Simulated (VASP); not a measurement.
Runs of VASP 6.6.1 on SiAsP3. The structure is that of space group Pm-3m (No. 221), or close to it. The cells are those of the table. 

| task | level | cell | k mesh | cutoff (eV) | gap on the mesh (eV) | pressure (GPa) | relaxed volume (Å³/atom) |
| --- | --- | --- | --- | --- | --- | --- | --- |
| relaxation of cell and atoms | r2SCAN+rVV10 | relaxed from a = 4.616 Å, 5 atoms | 6 × 6 × 6 | 600 | none | 0.0 | 20.16 |
| single point | r2SCAN+rVV10 | a = 4.652 Å, 5 atoms | 6 × 6 × 6 | 520 | none | (a) | - |
| single point | PBEsol | a = 4.616 Å, 5 atoms | 4 × 4 × 4 | 520 | none | 0.3 | - |
| relaxation of cell and atoms | PBEsol | relaxed from a = 5.051 Å, 5 atoms | 4 × 4 × 4 | 600 | none | 0.0 | 19.76 |

Alike in all rows: potentials or basis VASP PAW PBE potentials, release 64 (Si, As, P); no spin polarisation; smearing fermi-dirac 0.03 eV.

Fill in the values left out.

(a) 0.1.

Caveats: the PAW data sets were made with another functional, which shifts forces and pressure a little; the volume moved by over 15 % at a fixed basis, so the end points are rough (at least some runs).

A k mesh can miss the band edges, and the runs leave out spin-orbit coupling on As.

A gap of «none» marks levels without a gap at the run's occupations.
